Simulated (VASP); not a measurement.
# SnSe (Cmcm) in VASP: relaxation of the atoms with PBE+D3(BJ)

Aim: the relaxation of the atoms of SnSe with PBE+D3(BJ).

All numbers are computed with VASP 6.6.1; they aren't measurements. Logs are shortened: lines on timing, memory, paths and dates and some standing lists are left out, and cuts for length are marked.

## Step 1: The cell of the first run

The structure is orthorhombic, space group Cmcm (No. 63). The conventional cell has a = 4.310 Å, b = 11.705 Å, c = 4.318 Å, α = 90.00°, β = 90.00°, γ = 90.00°. Within 3.6 Å of Sn (site symmetry m2m) lie 5 Se at 2.76 to 3.06 Å and 2 Sn at 3.54 Å. Se (site symmetry m2m) has 5 Sn at 2.76 to 3.06 Å within 3.6 Å.

## Step 2: Relaxation of the atoms, PBE+D3(BJ)

Contents of INCAR:

```
SYSTEM = SnSe
ALGO = Normal
EDIFF = 1E-7
EDIFFG = -0.01
ENCUT = 520
GGA = PE
IBRION = 2
ISIF = 2
ISMEAR = 0
IVDW = 12
KPAR = 4
LASPH = .True.
LCHARG = .False.
LREAL = .False.
LWAVE = .False.
NELM = 60
NSW = 60
PREC = Accurate
SIGMA = 0.01
```

Contents of KPOINTS:

```
k-points
0
Gamma
  10 10 8
  0 0 0
```

Contents of POSCAR:

```
SnSe
1.0
    2.1550000000     -5.8525000000      0.0000000000
    2.1550000000      5.8525000000      0.0000000000
    0.0000000000      0.0000000000      4.3180000000
Sn Se
2 2
Direct
    0.8800000000      0.1200000000      0.2500000000
    0.1200000000      0.8800000000      0.7500000000
    0.6440000000      0.3560000000      0.2500000000
    0.3560000000      0.6440000000      0.7500000000
```

Potentials or basis: VASP PAW PBE potentials, release 64 (Sn_d, Se).

Launch:

```sh
> cat potpaw_PBE.64/Sn_d/POTCAR potpaw_PBE.64/Se/POTCAR > POTCAR
> mpirun -np 4 vasp_std > vasp.out
```

OUTCAR:

```text
SYSTEM = SnSe
   EDIFF = 1E-7
   EDIFFG = -0.01
   ENCUT = 520
   GGA = PE
   IBRION = 2
   ISIF = 2
   ISMEAR = 0
   IVDW = 12
   LASPH = .True.
   LREAL = .False.
   NELM = 60
   NSW = 60
   PREC = Accurate
 IVDW          = 12

 ion  position               nearest neighbor table
   1  0.880  0.120  0.250-   3 2.76   4 3.06   4 3.06   4 3.06   4 3.06   2 3.54   2 3.54
   2  0.120  0.880  0.750-   4 2.76   3 3.06   3 3.06   3 3.06   3 3.06   1 3.54   1 3.54
   3  0.644  0.356  0.250-   1 2.76   2 3.06   2 3.06   2 3.06   2 3.06
   4  0.356  0.644  0.750-   2 2.76   1 3.06   1 3.06   1 3.06   1 3.06

  LATTYP: Found a base centered orthorhombic cell.
 ALAT       =     4.3100000000
 B/A-ratio  =     2.7157772622
 C/A-ratio  =     1.0018561485

  Lattice vectors:

 A1 = (   2.1550000000,  -5.8525000000,   0.0000000000)
 A2 = (   2.1550000000,   5.8525000000,   0.0000000000)
 A3 = (   0.0000000000,   0.0000000000,   4.3180000000)

Analysis of symmetry for initial positions (statically):
=====================================================================
 Subroutine PRICEL returns:
 Original cell was already a primitive cell.

 Routine SETGRP: Setting up the symmetry group for a
 base centered orthorhombic supercell.

 Subroutine GETGRP returns: Found  8 space group operations
 (whereof  4 operations were pure point group operations)
 out of a pool of  8 trial point group operations.

The static configuration has the point symmetry C_2h.
 The point group associated with its full space group is D_2h.

Analysis of symmetry for dynamics (positions and initial velocities):
=====================================================================
 Subroutine PRICEL returns:
 Original cell was already a primitive cell.

 Routine SETGRP: Setting up the symmetry group for a
 base centered orthorhombic supercell.

 Subroutine GETGRP returns: Found  8 space group operations
 (whereof  4 operations were pure point group operations)
 out of a pool of  8 trial point group operations.

The dynamic configuration has the point symmetry C_2h.
 The point group associated with its full space group is D_2h.

 Subroutine INISYM returns: Found  8 space group operations
 (whereof  4 operations are pure point group operations),
 and found     1 'primitive' translations

----------------------------------------------------------------------------------------

                                     Primitive cell

  volume of cell :     108.9184

  direct lattice vectors                    reciprocal lattice vectors
     2.155000000 -5.852500000  0.000000000     0.232018561 -0.085433575  0.000000000
[... 76 lines left out ...]
   dimension x,y,z NGXF=    96 NGYF=   96 NGZF=   64
   ions per type =               2   2
   NGX,Y,Z   is equivalent  to a cutoff of  12.80, 12.80, 12.32 a.u.
   NGXF,Y,Z  is equivalent  to a cutoff of  25.59, 25.59, 24.64 a.u.
 SYSTEM =  SnSe
   PREC   = accura    normal or accurate (medium, high low for compatibility)
   ISTART =      0    job   : 0-new  1-cont  2-samecut
   ICHARG =      2    charge: 1-file 2-atom 10-const
   ISPIN  =      1    spin polarized calculation?
   LNONCOLLINEAR =      F non collinear calculations
   LSORBIT =      F    spin-orbit coupling
   LASPH  =      T    aspherical Exc in radial PAW
   ENCUT  =  520.0 eV  38.22 Ry    6.18 a.u.  11.60 11.60  8.03*2*pi/ulx,y,z
   NELM   =     60;   NELMIN=  2; NELMDL= -5     # of ELM steps
   EDIFF  = 0.1E-06   stopping-criterion for ELM
   LREAL  =      F    real-space projection
   EDIFFG = -.1E-01   stopping-criterion for IOM
   NSW    =     60    number of steps for IOM
   IBRION =      2    ionic relax: 0-MD 1-quasi-New 2-CG
   NFREE  =      1    steps in history (QN), initial steepest desc. (CG)
   ISIF   =      2    stress and relaxation
   ISYM   =      2    0-nonsym 1-usesym 2-fastsym
   POTIM  = 0.5000    time-step for ionic-motion
   TEBEG  =    0.0;   TEEND  =   0.0 temperature during run
   PSTRESS=    0.0 pullay stress
   NELECT =      40.0000    total number of electrons
   NUPDOWN=      -1.0000    fix difference up-down
   EMIN   =  10.00;   EMAX   =-10.00  energy-range for DOS
   EFERMI =   0.00;   METHOD = LEGACY
   ISMEAR =     0;   SIGMA  =   0.01  broadening in eV -4-tet -1-fermi 0-gaus
   EFERMI_NEDOS =   21; number of points for ismear=-14 and -15
   IALGO  =     38    algorithm
   IMIX   =      4    mixing-type and parameters
     AMIX     =   0.40;   BMIX     =  1.00
     AMIX_MAG =   1.60;   BMIX_MAG =  1.00
  volume/ion in A,a.u.               =      27.23       183.75
  Fermi-wavevector in a.u.,A,eV,Ry     =   1.172360  2.215439 18.700233  1.374428
  Thomas-Fermi vector in A             =   2.308790
   LORBIT       =      0    0 simple, 1 ext, 2 COOP (PROOUT), +10 PAW based schemes
   GGA     = PE    functional components
   LHFCALC =     F    Hartree Fock is set to
   AEXX    =    0.0000 exact exchange contribution
   IVDW    =    12    specifies the selected vdW correction
   LEPSILON=     F    determine dielectric tensor
   LRPA    =     F    only Hartree local field effects (RPA)
 conjugate gradient relaxation of ions
 non-spin polarized calculation
 Gauss-broadening in eV      SIGMA  =   0.01
  energy-cutoff  :      520.00
  volume of cell :      108.92
 maximum number of plane-waves:      2968
 NGX is ok and might be reduce to    48
   NGX = 23   NGY = 23   NGZ = 17

--------------------------------------- Ionic step        1  -------------------------------------------

 number of electron      40.0000007 magnetization

 Free energy of the ion-electron system (eV)
  ---------------------------------------------------
  ext. energy  EPLUGINS =         0.00000000
  ---------------------------------------------------
  free energy    TOTEN  =       -16.36793934 eV

  energy without entropy =      -16.36793934  energy(sigma->0) =      -16.36793934

------------------------ aborting loop because EDIFF is reached ----------------------------------------

 Edisp (eV)   -1.41916

 E8    (eV) :    -0.6402
[... 327 lines left out ...]
--------------------------------------- Ionic step        9  -------------------------------------------

 number of electron      40.0000010 magnetization

 Free energy of the ion-electron system (eV)
  ---------------------------------------------------
  ext. energy  EPLUGINS =         0.00000000
  ---------------------------------------------------
  free energy    TOTEN  =       -16.38469132 eV

  energy without entropy =      -16.38469132  energy(sigma->0) =      -16.38469132

 E-fermi :   5.3229     XC(G=0):  -9.6318

 val. band max:        5.2251358903   @ k =   0.2000   0.2000   0.0000
 cond. band min:       5.7530638855   @ k =   0.5000   0.5000   0.0000
 fundamental gap:      0.5279279953
 Fermi energy:         5.3228671785

 k-point     1 :       0.0000    0.0000    0.0000
  band No.  band energies     occupation
      1     -16.1588      2.00000
      2     -16.1575      2.00000
      3     -16.1466      2.00000
      4     -16.1465      2.00000
      5     -16.1266      2.00000
      6     -16.1250      2.00000
[... 637 lines left out ...]
     23       6.9237      0.00000
     24       8.3929      0.00000

 [... further k-points ...]

------------------------ aborting loop because EDIFF is reached ----------------------------------------

 Edisp (eV)   -1.41889

 E8    (eV) :    -0.6401
[... 27 lines left out ...]
  FREE ENERGIE OF THE ION-ELECTRON SYSTEM (eV)
  ---------------------------------------------------
  free  energy   TOTEN  =       -17.8035789932 eV

  energy  without entropy=      -17.8035789932  energy(sigma->0) =      -17.80357899

 reached required accuracy - stopping structural energy minimisation
```

Wall time 10 min (4 MPI ranks of Intel Xeon Platinum 8488C (Sapphire Rapids), shared host); peak memory 0.53 GiB.

What came out:

```yaml
Free_energy: -17.8036 eV
Energy_gained_by_relaxing: 4.1 meV/atom
Ionic_steps: 9
Pressure_after_relaxing: -1.9 GPa
Band_gap_on_the_k_mesh: 0.53 eV (least direct gap 0.62 eV)
Dispersion_energy_per_atom: -0.355 eV
```

Forces on the atoms (eV/Å):
```
Sn   0.000 -0.003  0.000
Sn   0.000  0.003  0.000
Se   0.000  0.002  0.000
Se   0.000 -0.002  0.000
```

The path:
| step | energy change (eV) | largest force (eV/Å) | pressure (GPa) |
| --- | --- | --- | --- |
| 1 | 0.0000 | 0.2560 | -2.63 |
| 2 | -0.0056 | 0.1827 | -2.43 |
| 3 | -0.0102 | 0.1062 | -2.02 |
| 4 | -0.0102 | 0.1157 | -1.98 |
| 5 | -0.0119 | 0.0968 | -1.98 |
| 6 | -0.0155 | 0.0415 | -1.97 |
| 7 | -0.0149 | 0.0680 | -1.95 |
| 8 | -0.0165 | 0.0103 | -1.97 |
| 9 | -0.0165 | 0.0027 | -1.93 |

Final structure:
```cif
data_structure
_symmetry_space_group_name_H-M 'P 1'
_symmetry_Int_Tables_number 1
_cell_length_a 6.2366
_cell_length_b 6.2366
_cell_length_c 4.3180
_cell_angle_alpha 90.000
_cell_angle_beta 90.000
_cell_angle_gamma 139.571
_cell_volume 108.92
loop_
_atom_site_label
_atom_site_type_symbol
_atom_site_fract_x
_atom_site_fract_y
_atom_site_fract_z
_atom_site_occupancy
Sn1 Sn 0.87366 0.12634 0.25000 1
Sn2 Sn 0.12634 0.87366 0.75000 1
Se1 Se 0.64073 0.35927 0.25000 1
Se2 Se 0.35927 0.64073 0.75000 1
```

Levels at points of the mesh, in eV from the valence-band top:
```
           k point  band 17  band 18  band 19  band 20  band 21  band 22  band 23  band 24
(0.00, 0.00, 0.00)    -2.92    -2.24    -1.58    -0.65     3.64     3.89     3.97     4.59
(0.50, 0.00, 0.00)    -1.85    -1.53    -0.48    -0.36     1.21     1.25     1.28     2.30
(0.50, 0.50, 0.00)    -2.24    -1.75    -1.61    -0.68     0.53     3.45     3.78     4.00
(0.00, 0.00, 0.50)    -1.64    -1.64    -0.24    -0.24     0.86     0.86     1.54     1.54
(0.50, 0.00, 0.50)    -3.70    -3.70    -1.60    -1.60     2.60     2.60     4.88     4.88
(0.50, 0.50, 0.50)    -1.47    -1.47    -0.92    -0.92     1.45     1.45     2.14     2.14
```

Caveat: semilocal functionals underestimate gaps, and a narrow one can read as zero; spin-orbit coupling is left out, which moves the levels of the heavy elements.
